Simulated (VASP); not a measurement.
A run of VASP 6.6.1 is set up as follows.

INCAR

```
SYSTEM = Au
ALGO = Normal ; EDIFF = 1E-6
EDIFFG = -0.005 ; ENCUT = 600
GGA = PE ; IBRION = 2
ISIF = 3 ; ISMEAR = -1
LASPH = .True. ; LCHARG = .False.
LREAL = .False. ; LWAVE = .False.
NELM = 80 ; NSW = 32
PREC = Accurate ; PSTRESS = 2700.0
SIGMA = 0.1
```

KPOINTS

```
k-points
0
Gamma
  18 18 10
  0 0 0
```

The input POSCAR:

```
Au
1.0
    2.4866725862      0.0000000000      0.0000000000
   -1.2433362931      2.1535216305      0.0000000000
    0.0000000000      0.0000000000      4.1198453585
Au
2
Direct
    0.3333333333      0.6666666667      0.2500000000
    0.6666666667      0.3333333333      0.7500000000
```

Potentials or basis: VASP PAW PBE potentials, release 64 (Au).

The run is started by

```bash
$ cat potpaw_PBE.64/Au/POTCAR > POTCAR
$ mpirun -np 1 vasp_std > vasp.out
```

Predict the band gap on the k mesh.

zero (band 11 reaches 25.02 eV, above the bottom of band 12 at 14.99 eV).

Predict the relaxed volume.

11.04 Å³/atom.

What does it give for the space group after relaxing (to 0.05 Å)?

P6_3/mmc (No. 194).

Stress tensor (GPa, compression positive):
```
269.93   0.00   0.00
  0.00 269.93   0.00
  0.00   0.00 270.06
```

Caveat: the cell is relaxed towards a set pressure, so the enthalpy falls and the energy may rise; spin-orbit coupling is left out, which moves the levels of the heavy elements.
